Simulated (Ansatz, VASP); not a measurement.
**One calculation of HfIn4SiO6, two programs**

INCAR

```
ALGO = Normal ; EDIFF = 1E-6
ENCUT = 520 ; GGA = PE
ISIF = 2 ; ISMEAR = -1
LASPH = T ; LCHARG = F
LREAL = F ; LWAVE = F
NBANDS = 63 ; NELM = 100
PREC = Accurate ; SIGMA = 0.05
```

The input KPOINTS:

```
k-points
0
Gamma
  4 4 2
```

File POSCAR:

```
HfIn4SiO6
1.0
    5.3809352974      0.0000000000      0.0000000000
   -2.6904727468      4.6600282475      0.0000000000
    0.0000000000      0.0000000000     10.7661427726
Hf In Si O
1 4 1 6
Direct
    0.6666700000      0.3333300000      0.0000000000
    0.0000000000      0.0000000000      0.3044600000
    0.0000000000      0.0000000000      0.6955400000
    0.3333300000      0.6666700000      0.7891900000
    0.3333300000      0.6666700000      0.2108100000
    0.0000000000      0.0000000000      0.0000000000
    0.9730000000      0.7049600000      0.8997200000
    0.2950400000      0.0270000000      0.1002800000
    0.2950400000      0.2680400000      0.8997200000
    0.7319600000      0.7049600000      0.1002800000
    0.7319600000      0.0270000000      0.8997200000
    0.9730000000      0.2680400000      0.1002800000
```

The input input.yaml:

```yaml
crystal:
  lattice:
    - [5.3809352974, 0.0, 0.0]
    - [-2.6904727468, 4.6600282475, 0.0]
    - [0.0, 0.0, 10.7661427726]
  atoms:
    - { symbol: Hf, position: [0.66667, 0.33333, 0.0] }
    - { symbol: In, position: [0.0, 0.0, 0.30446] }
    - { symbol: In, position: [0.0, 0.0, 0.69554] }
    - { symbol: In, position: [0.33333, 0.66667, 0.78919] }
    - { symbol: In, position: [0.33333, 0.66667, 0.21081] }
    - { symbol: Si, position: [0.0, 0.0, 0.0] }
    - { symbol: O, position: [0.973, 0.70496, 0.89972] }
    - { symbol: O, position: [0.29504, 0.027, 0.10028] }
    - { symbol: O, position: [0.29504, 0.26804, 0.89972] }
    - { symbol: O, position: [0.73196, 0.70496, 0.10028] }
    - { symbol: O, position: [0.73196, 0.027, 0.89972] }
    - { symbol: O, position: [0.973, 0.26804, 0.10028] }
kpoints:
  mp_grid: { grid: [4, 4, 2] }
scf:
  occupations: { method: fermi_dirac, width: 0.05 }
hamiltonian:
  xc: pbe
  pseudopotentials: { kind: all_electron, lapw: { basis_error: 0.003 } }
output:
  forces: true
  stress: true
  eigenvalues: true
```

Change from the starting cell: volume scaled by 1.06.

Alike in both runs: task single point; functional PBE; k mesh 4 × 4 × 2; occupations fermi-dirac, width 0.05 eV; no spin polarisation.

```csv
,VASP,Ansatz
version,VASP 6.6.1,Ansatz 0.2.0
potentials or method,"VASP PAW PBE potentials, release 64 (Hf_pv, In_d, Si, O), cutoff 520 eV","all-electron LAPW, scalar-relativistic"
```

```tsv
	VASP	Ansatz	Ansatz less VASP
gap on the k mesh at the Fermi level (eV)	0.60	0.61	+0.004
least direct gap on the mesh (eV)	1.82	1.83	+0.016
pressure (GPa)	-4.6	-4.2	+0.34
traceless stress, the component that is largest in VASP (GPa)	0.23	0.10	-0.127
rms of the force components (eV/Å)	0.251	0.225	-0.0259
```

Atom by atom the forces differ by 0.055 eV/Å (rms over components). Ansatz ran all-electron here, and VASP with PAW potentials.

Spin-orbit coupling is off throughout.
